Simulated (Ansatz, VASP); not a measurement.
**Two plane-wave programs on Ru**

```
Ru
1.0
     3.72882    0.00000    0.00000
    -1.86441    3.22925    0.00000
     0.00000    0.00000    5.37477
Ru
4
Direct
  0.00000 0.00000 0.50000
  0.00000 0.00000 0.00000
  0.33333 0.66667 0.75000
  0.66667 0.33333 0.25000
```

Alike in both runs: functional PBE; k mesh 6 × 6 × 4; occupations gaussian, width 0.1 eV; no spin polarisation.

Ansatz relaxed the structure, and its values are those at the end. VASP's run is a single point on that final structure, the one shown.

```csv
,VASP,Ansatz
version,VASP 6.6.1,Ansatz 0.2.0
potentials or method,"VASP PAW PBE potentials, release 64 (Ru_pv), cutoff 520 eV","scalar-relativistic, plane waves, PAW"
valence electrons in the cell,56,64
```

```csv
,VASP,Ansatz,Ansatz less VASP
gap on the k mesh at the Fermi level (eV),none,none,-
pressure (GPa),0.3,0.2,-0.05
```

A gap of «none» marks a metal or a gap that the smearing closes. VASP's potentials hold 56 valence electrons a cell and Ansatz's 64, so a difference there can come from the potentials and not from the codes.
